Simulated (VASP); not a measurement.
Write the native input for VASP 6.6.1 that does the following.

* Task: single point
* Functional: PBE
* Potentials or basis: VASP PAW PBE potentials, release 64 (Ta_pv, Pb_d)
* Cutoff: 520 eV
* k mesh: 6 × 6 × 6
* Occupations: gaussian, width 0.1 eV
* Spin: no spin polarisation
* Dipole correction: no
* Further INCAR settings: ALGO = Normal; EDIFF = 1e-06; NBANDS = 20

The structure of TaPb lies in POSCAR:

```
TaPb
1.0
    0.0000000000      3.2080677763      3.2080677763
    3.2080677763      0.0000000000      3.2080677763
    3.2080677763      3.2080677763      0.0000000000
Ta Pb
1 1
Direct
    0.0000000000      0.0000000000      0.0000000000
    0.2500000000      0.2500000000      0.2500000000
```

The cell was built from a structure type or drawn by symmetry, and may not be a known phase.

One way to write it, as run:

INCAR

```
SYSTEM = TaPb
PREC = Accurate
ENCUT = 520
EDIFF = 1E-6
ISMEAR = 0
SIGMA = 0.1
LREAL = .FALSE.
LASPH = .TRUE.
NELM = 60
ALGO = Normal
ISIF = 2
LWAVE = .FALSE.
LCHARG = .FALSE.
GGA = PE
NBANDS = 20
```

KPOINTS

```
Automatic mesh
0
G
  6 6 6
  0 0 0
```

Potentials or basis: VASP PAW PBE potentials, release 64 (Ta_pv, Pb_d).

Run with:

```sh
$ cat potpaw_PBE.64/Ta_pv/POTCAR potpaw_PBE.64/Pb_d/POTCAR > POTCAR
$ mpirun -np 1 vasp_std > vasp.out
```

It gave:

```json
{
 "Pressure": "0.2 GPa",
 "Band gap on the k mesh": "zero (an odd number of electrons rules out a gap without spin polarisation)"
}
```

Caveat: spin-orbit coupling is left out, which moves the levels of the heavy elements.

It took 22 s on 1 thread of Oxide Virtual Turin-like Processor, with other jobs on the host, peak memory 0.18 GiB.
